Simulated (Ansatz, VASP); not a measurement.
**BN in VASP and in Ansatz**

```
B N
1.0
     2.53600    0.00000    0.00000
    -1.26800    2.19624    0.00000
     0.00000    0.00000    4.19900
B N
2 2
Direct
  0.66667 0.33333 0.00000
  0.33333 0.66667 0.50000
  0.66667 0.33333 0.37500
  0.33333 0.66667 0.87500
```

Alike in both runs: task single point; functional PBE; k mesh 12 × 12 × 4; no spin polarisation.

|  | VASP | Ansatz |
| --- | --- | --- |
| version | VASP 6.6.1 | Ansatz 0.2.0 |
| potentials or method | VASP PAW PBE potentials, release 64 (B, N) | plane waves, PAW |
| plane-wave cutoff (eV) | 600 | 420 |
| occupations | gaussian, width 0.01 eV | fixed |
| valence electrons in the cell | 16 | 16 |

Ansatz gave:

| Quantity | Value |
| --- | --- |
| gap on the k mesh at the Fermi level (eV) | 5.22 |

What did VASP give for the same quantities?

gap on the k mesh at the Fermi level (eV): 5.20.
